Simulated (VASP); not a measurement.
# V4O in VASP: notebook, part 2 of 2

VASP 6.6.1. The steps go on from the part before.

## 3. Single point, PBE

File INCAR:

```
PREC = Accurate ; ENCUT = 520
EDIFF = 1E-6 ; ISMEAR = 0
SIGMA = 0.1 ; LREAL = False
LASPH = True ; NELM = 60
ALGO = Normal ; ISIF = 2
LWAVE = False ; LCHARG = False
LDIPOL = True ; IDIPOL = 3
DIPOL = 0.5 0.5 0.341 ; GGA = PE
NBANDS = 37
```

File KPOINTS:

```
Automatic mesh
0
Gamma
  9 9 1
```

File POSCAR:

```
V4O
1.0
    2.9971751491      0.0000000000      0.0000000000
    0.0000000000      2.9971751491      0.0000000000
    0.0000000000      0.0000000000     21.3333819395
V O
4 1
Direct
    0.5000000000      0.5000000000      0.1874995728
    0.0000000000      0.0000000000      0.2577457053
    0.5000000000      0.5000000000      0.3267158760
    0.0000000000      0.0000000000      0.3906263884
    0.0000000000      0.0000000000      0.5429697913
```

Potentials or basis: VASP PAW PBE potentials, release 64 (V_sv, O).

Command:

```bash
> cat potpaw_PBE.64/V_sv/POTCAR potpaw_PBE.64/O/POTCAR > POTCAR
> mpirun -np 1 vasp_std > vasp.out
```

OUTCAR:

```text
PREC = Accurate
   ENCUT = 520
   EDIFF = 1E-6
   ISMEAR = 0
   LREAL = False
   LASPH = True
   NELM = 60
   ISIF = 2
   GGA = PE

 ion  position               nearest neighbor table
   1  0.500  0.500  0.187-   2 2.60   2 2.60   2 2.60   2 2.60
   2  0.000  0.000  0.258-   3 2.58   3 2.58   3 2.58   3 2.58   1 2.60   1 2.60   1 2.60   1 2.60
                             4 2.83
   3  0.500  0.500  0.327-   4 2.52   4 2.52   4 2.52   4 2.52   2 2.58   2 2.58   2 2.58   2 2.58

   4  0.000  0.000  0.391-   3 2.52   3 2.52   3 2.52   3 2.52   2 2.83
   5  0.000  0.000  0.543-

  LATTYP: Found a simple tetragonal cell.
 ALAT       =     2.9971751491
 C/A-ratio  =     7.1178295823

  Lattice vectors:

 A1 = (   2.9971751491,   0.0000000000,   0.0000000000)
 A2 = (   0.0000000000,   2.9971751491,   0.0000000000)
 A3 = (   0.0000000000,   0.0000000000,  21.3333819395)

Analysis of symmetry for initial positions (statically):
=====================================================================
 Subroutine PRICEL returns:
 Original cell was already a primitive cell.

 Routine SETGRP: Setting up the symmetry group for a
 simple tetragonal supercell.

 Subroutine GETGRP returns: Found  8 space group operations
 (whereof  8 operations were pure point group operations)
 out of a pool of 16 trial point group operations.

The static configuration has the point symmetry C_4v.

Analysis of symmetry for dynamics (positions and initial velocities):
=====================================================================
 Subroutine PRICEL returns:
 Original cell was already a primitive cell.

 Routine SETGRP: Setting up the symmetry group for a
 simple tetragonal supercell.

 Subroutine GETGRP returns: Found  8 space group operations
 (whereof  8 operations were pure point group operations)
 out of a pool of 16 trial point group operations.

The dynamic configuration has the point symmetry C_4v.

 Subroutine INISYM returns: Found  8 space group operations
 (whereof  8 operations are pure point group operations),
[... 119 lines left out ...]
   AEXX    =    0.0000 exact exchange contribution
   IVDW    =     0    specifies the selected vdW correction
   LEPSILON=     F    determine dielectric tensor
   LRPA    =     F    only Hartree local field effects (RPA)
 non-spin polarized calculation
 Gauss-broadening in eV      SIGMA  =   0.10
  energy-cutoff  :      520.00
  volume of cell :      191.64
 maximum number of plane-waves:      5215
 NGX is ok and might be reduce to    24
   NGX = 11   NGY = 11   NGZ = 79

 dipolmoment           0.000000      0.000000     -0.241505 electrons x Angstroem

 number of electron      57.9999986 magnetization

 dipolmoment           0.000000      0.000000      0.275583 electrons x Angstroem

 Free energy of the ion-electron system (eV)
  ---------------------------------------------------
  ext. energy  EPLUGINS =         0.00000000
  ---------------------------------------------------
  free energy    TOTEN  =       -34.91208572 eV

  energy without entropy =      -34.85664454  energy(sigma->0) =      -34.88436513

 E-fermi :  -1.4009     XC(G=0):  -5.4444

 val. band max:       -1.4066180104   @ k =   0.3333   0.0000   0.0000
 cond. band min:      -1.3969751188   @ k =   0.0000   0.0000   0.0000
 fundamental gap:      0.0096428916
 Fermi energy:        -1.4008790133

 k-point     1 :       0.0000    0.0000    0.0000
  band No.  band energies     occupation
      1     -65.7333      2.00000
      2     -65.7204      2.00000
      3     -65.2736      2.00000
      4     -65.0266      2.00000
      5     -39.6875      2.00000
      6     -39.6243      2.00000
[... 589 lines left out ...]
     36       0.8878      0.00000
     37       0.9209      0.00000

------------------------ aborting loop because EDIFF is reached ----------------------------------------

 vacuum level on the upper side and lower side of the slab       (xc-potential included)         2.605        -2.882

  FORCE on cell =-STRESS in cart. coord.  units (eV):
  Direction    XX          YY          ZZ          XY          YZ          ZX
  --------------------------------------------------------------------------------------
  -------------------------------------------------------------------------------------
  Total       -4.8449351     -4.8449351     -4.1293753      0.0000000      0.0000000      0.0000000
  in kB      -40.5055555    -40.5055555    -34.5231953      0.0000000      0.0000000      0.0000000
  external PRESSURE =     -38.5114354 kB  Pullay stress =       0.0000000 kB

 VOLUME and BASIS-vectors are now :
 -----------------------------------------------------------------------------
  energy-cutoff  :      520.00
  volume of cell :      191.64
      direct lattice vectors                 reciprocal lattice vectors
     2.997175149  0.000000000  0.000000000     0.333647501  0.000000000  0.000000000
     0.000000000  2.997175149  0.000000000     0.000000000  0.333647501  0.000000000
     0.000000000  0.000000000 21.333381940     0.000000000  0.000000000  0.046874893

 POSITION                                       TOTAL-FORCE (eV/Angst)
 -----------------------------------------------------------------------------------
      1.49859      1.49859      4.00000         0.000000      0.000000      0.574078
      0.00000      0.00000      5.49859         0.000000      0.000000     -0.659457
      1.49859      1.49859      6.96995        -0.000000     -0.000000     -0.238099
      0.00000      0.00000      8.33338         0.000000      0.000000      1.507982
      0.00000      0.00000     11.58338         0.000000      0.000000     -1.184503
 -----------------------------------------------------------------------------------
    total drift:                                0.000000      0.000000     -0.001024

  FREE ENERGIE OF THE ION-ELECTRON SYSTEM (eV)
  ---------------------------------------------------
  free  energy   TOTEN  =       -34.9120857158 eV

  energy  without entropy=      -34.8566445438  energy(sigma->0) =      -34.88436513

 vacuum level on the upper side and lower side of the slab         8.011         2.386
```

OSZICAR:

```text
N       E                     dE             d eps       ncg     rms          rms(c)
DAV:   1     0.743585409194E+03    0.74359E+03   -0.36247E+04  1390   0.146E+03
DAV:   2     0.712304748091E+00   -0.74287E+03   -0.73033E+03  1193   0.486E+02
DAV:   3    -0.445824695337E+02   -0.45295E+02   -0.42048E+02  1490   0.114E+02
DAV:   4    -0.476939233148E+02   -0.31115E+01   -0.30685E+01  1364   0.230E+01
[... 27 lines left out ...]
DAV:  32    -0.349120709782E+02   -0.14177E-04   -0.11812E-05  1172   0.197E-02    0.199E-02
DAV:  33    -0.349120784165E+02   -0.74383E-05   -0.70093E-06  1109   0.993E-03    0.140E-02
DAV:  34    -0.349120848109E+02   -0.63944E-05   -0.20829E-06   916   0.690E-03    0.521E-03
DAV:  35    -0.349120860669E+02   -0.12560E-05   -0.10535E-06   784   0.501E-03    0.112E-02
DAV:  36    -0.349120857158E+02    0.35116E-06   -0.63798E-07   731   0.297E-03
   1 F= -.34912086E+02 E0= -.34884365E+02  d E =-.554412E-01
```

Run time: 99 s. Hardware: 1 thread of Intel Xeon 6975P-C (Granite Rapids), shared host; peak memory 0.32 GiB.

What came out:

| Quantity | Value |
| --- | --- |
| Free energy | -34.9121 eV |
| Largest force | 1.508 eV/Å |
| Band gap on the k mesh | zero (band 29 reaches -1.21 eV, above the bottom of band 30 at -1.54 eV) |

Forces in eV/Å, atoms in the order of the input:
```
V    0.000  0.000  0.574
V    0.000  0.000 -0.659
V    0.000  0.000 -0.238
V    0.000  0.000  1.508
O    0.000  0.000 -1.185
```

Levels at points of the mesh, in eV from the Fermi level:
| k point | band 25 | band 26 | band 27 | band 28 | band 29 | band 30 | band 31 | band 32 | band 33 | band 34 |
| --- | --- | --- | --- | --- | --- | --- | --- | --- | --- | --- |
| (0.00, 0.00, 0.00) | -0.06 | 0.00 | 0.14 | 0.14 | 0.19 | 0.27 | 0.27 | 0.36 | 0.36 | 0.92 |

Caveat: the run has no spin polarisation, though such a crystal can be magnetic. With open d or f shells a metallic result of PBE can be an artefact of self-interaction; +U or a hybrid may open a gap.

## 4. Single point, PBE

File INCAR:

```
  PREC = Accurate
  ENCUT = 520
  EDIFF = 1E-6
  ISMEAR = 0
  SIGMA = 0.1
  LREAL = F
  LASPH = T
  NELM = 60
  ALGO = Normal
  ISIF = 2
  LWAVE = F
  LCHARG = F
  LDIPOL = T
  IDIPOL = 3
  DIPOL = 0.5 0.5 0.314
  GGA = PE
  NBANDS = 37
```

KPOINTS is that of step 3.

Edit POSCAR of step 3 so:

```diff
@@ -12,2 +12,2 @@
     0.0000000000      0.0000000000      0.3906263884
-    0.0000000000      0.0000000000      0.5429697913
+    0.5000000000      0.5000000000      0.4089075968
```

Command:

```bash
> cat potpaw_PBE.64/V_sv/POTCAR potpaw_PBE.64/O/POTCAR > POTCAR
> mpirun -np 1 vasp_std > vasp.out
```

Run time: 82 s. Hardware: 1 thread of Intel Xeon 6975P-C (Granite Rapids), shared host; peak memory 0.32 GiB.

It converged, with:

```yaml
Free_energy: -42.0904 eV
Largest_force: 6.962 eV/Å
Band_gap_on_the_k_mesh: zero (band 29 reaches 0.96 eV, above the bottom of band 30 at 0.89 eV)
```

Forces in eV/Å, atoms in the order of the input:
```
V    0.000  0.000  0.925
V    0.000  0.000 -1.062
V    0.000  0.000 -6.962
V    0.000  0.000  2.550
O    0.000  0.000  4.549
```

Levels at points of the mesh, in eV from the Fermi level:
```
           k point  band 27  band 28  band 29  band 30  band 31  band 32
(0.00, 0.00, 0.00)    -0.25    -0.20    -0.20    -0.01     0.26     0.26
```

Caveat: the run has no spin polarisation, though such a crystal can be magnetic.

## 5. Single point, PBE

File INCAR:

```
ALGO = Normal ; DIPOL = 0.5 0.5 0.323
EDIFF = 1E-7 ; ENCUT = 520
GGA = PE ; IDIPOL = 3
ISIF = 2 ; ISMEAR = 0
LASPH = T ; LCHARG = F
LDIPOL = T ; LREAL = F
LWAVE = F ; NBANDS = 37
NELM = 60 ; PREC = Accurate
SIGMA = 0.1
```

File KPOINTS:

```
k-points
0
Gamma
  9 9 1
```

Edit POSCAR of step 4 so:

```diff
@@ -12,2 +12,2 @@
     0.0000000000      0.0000000000      0.3906263884
-    0.5000000000      0.5000000000      0.4089075968
+    0.5000000000      0.5000000000      0.4548449921
```

Potentials or basis: VASP PAW PBE potentials, release 64 (V_sv, O).

Command:

```bash
> cat potpaw_PBE.64/V_sv/POTCAR potpaw_PBE.64/O/POTCAR > POTCAR
> mpirun -np 1 vasp_std > vasp.out
```

OUTCAR:

```text
EDIFF = 1E-7
   ENCUT = 520
   GGA = PE
   ISIF = 2
   ISMEAR = 0
   LASPH = T
   LREAL = F
   NELM = 60
   PREC = Accurate

 ion  position               nearest neighbor table
   1  0.500  0.500  0.187-   2 2.60   2 2.60   2 2.60   2 2.60
   2  0.000  0.000  0.258-   3 2.58   3 2.58   3 2.58   3 2.58   1 2.60   1 2.60   1 2.60   1 2.60
                             4 2.83
   3  0.500  0.500  0.327-   4 2.52   4 2.52   4 2.52   4 2.52   2 2.58   2 2.58   2 2.58   2 2.58

   4  0.000  0.000  0.391-   3 2.52   3 2.52   3 2.52   3 2.52   2 2.83
   5  0.500  0.500  0.455-

  LATTYP: Found a simple tetragonal cell.
 ALAT       =     2.9971751491
 C/A-ratio  =     7.1178295823

  Lattice vectors:

 A1 = (   2.9971751491,   0.0000000000,   0.0000000000)
 A2 = (   0.0000000000,   2.9971751491,   0.0000000000)
 A3 = (   0.0000000000,   0.0000000000,  21.3333819395)

Analysis of symmetry for initial positions (statically):
=====================================================================
 Subroutine PRICEL returns:
 Original cell was already a primitive cell.

 Routine SETGRP: Setting up the symmetry group for a
 simple tetragonal supercell.

 Subroutine GETGRP returns: Found  8 space group operations
 (whereof  8 operations were pure point group operations)
 out of a pool of 16 trial point group operations.

The static configuration has the point symmetry C_4v.

Analysis of symmetry for dynamics (positions and initial velocities):
=====================================================================
 Subroutine PRICEL returns:
 Original cell was already a primitive cell.

 Routine SETGRP: Setting up the symmetry group for a
 simple tetragonal supercell.

 Subroutine GETGRP returns: Found  8 space group operations
 (whereof  8 operations were pure point group operations)
[... 121 lines left out ...]
  Thomas-Fermi vector in A             =   2.235538
   LORBIT       =      0    0 simple, 1 ext, 2 COOP (PROOUT), +10 PAW based schemes
   GGA     = PE    functional components
   LHFCALC =     F    Hartree Fock is set to
   AEXX    =    0.0000 exact exchange contribution
   IVDW    =     0    specifies the selected vdW correction
   LEPSILON=     F    determine dielectric tensor
   LRPA    =     F    only Hartree local field effects (RPA)
 non-spin polarized calculation
 Gauss-broadening in eV      SIGMA  =   0.10
  energy-cutoff  :      520.00
  volume of cell :      191.64
 maximum number of plane-waves:      5215
 NGX is ok and might be reduce to    24
   NGX = 11   NGY = 11   NGZ = 79

 dipolmoment           0.000000      0.000000     -0.298475 electrons x Angstroem

 number of electron      57.9999989 magnetization

 dipolmoment           0.000000      0.000000      0.172280 electrons x Angstroem

 Free energy of the ion-electron system (eV)
  ---------------------------------------------------
  ext. energy  EPLUGINS =         0.00000000
  ---------------------------------------------------
  free energy    TOTEN  =       -40.07692684 eV

  energy without entropy =      -40.05139202  energy(sigma->0) =      -40.06415943

 E-fermi :  -0.8254     XC(G=0):  -5.0560

 val. band max:       -0.8275402393   @ k =   0.4444   0.0000   0.0000
 cond. band min:      -0.8115622353   @ k =   0.0000   0.0000   0.0000
 fundamental gap:      0.0159780040
 Fermi energy:        -0.8254244863

 k-point     1 :       0.0000    0.0000    0.0000
  band No.  band energies     occupation
      1     -65.5190      2.00000
      2     -65.1834      2.00000
      3     -64.7370      2.00000
      4     -64.5350      2.00000
      5     -39.3525      2.00000
      6     -39.3525      2.00000
[... 589 lines left out ...]
     36       1.3914      0.00000
     37       1.4813      0.00000

------------------------ aborting loop because EDIFF is reached ----------------------------------------

 vacuum level on the upper side and lower side of the slab       (xc-potential included)         1.657        -1.783

  FORCE on cell =-STRESS in cart. coord.  units (eV):
  Direction    XX          YY          ZZ          XY          YZ          ZX
  --------------------------------------------------------------------------------------
  -------------------------------------------------------------------------------------
  Total       -5.8600360     -5.8600360     -8.0745756      0.0000000      0.0000000      0.0000000
  in kB      -48.9921969    -48.9921969    -67.5066151      0.0000000      0.0000000      0.0000000
  external PRESSURE =     -55.1636696 kB  Pullay stress =       0.0000000 kB

 VOLUME and BASIS-vectors are now :
 -----------------------------------------------------------------------------
  energy-cutoff  :      520.00
  volume of cell :      191.64
      direct lattice vectors                 reciprocal lattice vectors
     2.997175149  0.000000000  0.000000000     0.333647501  0.000000000  0.000000000
     0.000000000  2.997175149  0.000000000     0.000000000  0.333647501  0.000000000
     0.000000000  0.000000000 21.333381940     0.000000000  0.000000000  0.046874893

 POSITION                                       TOTAL-FORCE (eV/Angst)
 -----------------------------------------------------------------------------------
      1.49859      1.49859      4.00000         0.000000     -0.000000      0.688870
      0.00000      0.00000      5.49859         0.000000     -0.000000     -0.527854
      1.49859      1.49859      6.96995         0.000000      0.000000     -0.213623
      0.00000      0.00000      8.33338         0.000000     -0.000000      5.053190
      1.49859      1.49859      9.70338         0.000000      0.000000     -5.000583
 -----------------------------------------------------------------------------------
    total drift:                                0.000000     -0.000000     -0.000320

  FREE ENERGIE OF THE ION-ELECTRON SYSTEM (eV)
  ---------------------------------------------------
  free  energy   TOTEN  =       -40.0769268385 eV

  energy  without entropy=      -40.0513920202  energy(sigma->0) =      -40.06415943

 vacuum level on the upper side and lower side of the slab         6.528         3.018
```

It took 1.9 min on 1 thread of Intel Xeon 6975P-C (Granite Rapids), shared host; peak memory 0.33 GiB.

What came out:

```
Free energy            : -40.0769 eV
Largest force          : 5.053 eV/Å
Band gap on the k mesh : zero (band 29 reaches -0.78 eV, above the bottom of band 30 at -0.83 eV)
```

Forces on the atoms (eV/Å):
```
V    0.000  0.000  0.689
V    0.000  0.000 -0.528
V    0.000  0.000 -0.214
V    0.000  0.000  5.053
O    0.000  0.000 -5.001
```

Levels at points of the mesh, in eV from the Fermi level:
| k point | band 25 | band 26 | band 27 | band 28 | band 29 | band 30 | band 31 | band 32 | band 33 | band 34 |
| --- | --- | --- | --- | --- | --- | --- | --- | --- | --- | --- |
| (0.00, 0.00, 0.00) | -1.42 | -0.10 | -0.07 | 0.01 | 0.05 | 0.10 | 0.10 | 0.27 | 0.27 | 0.79 |

Caveat: the run has no spin polarisation, though such a crystal can be magnetic.
